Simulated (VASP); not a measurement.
Runs of VASP 6.6.1 on Au. The structure is that of space group Fm-3m (No. 225), or close to it. The cells are those of the table. 

| cell | gap on the mesh (eV) | pressure (GPa) |
| --- | --- | --- |
| a = 2.916 Å, angles 60.0°, 1 atom | none | (b) |
| a = 2.953 Å, angles 60.0°, 1 atom | none | -1.5 |
| a = 2.989 Å, angles 60.0°, 1 atom | none | -5.7 |
| a = 2.878 Å, angles 60.0°, 1 atom | none | 11.0 |
| a = 2.799 Å, angles 60.0°, 1 atom | none | 31.6 |
| a = 2.758 Å, angles 60.0°, 1 atom | none | (a) |
| a = 2.839 Å, angles 60.0°, 1 atom | none | 20.0 |

Alike in all rows: task single point; level PBE; potentials or basis VASP PAW PBE potentials, release 64 (Au); no spin polarisation; k mesh 10 × 10 × 10; cutoff (eV) 520; smearing fermi-dirac 0.05 eV.

Q: Fill in the values left out.

A: (a) 46.7; (b) 4.0.

Caveats: spin-orbit coupling is left out, which moves the levels of the heavy elements.

A k mesh can miss the band edges, and the runs leave out spin-orbit coupling on Au.

A gap of «none» marks levels without a gap at the run's occupations.
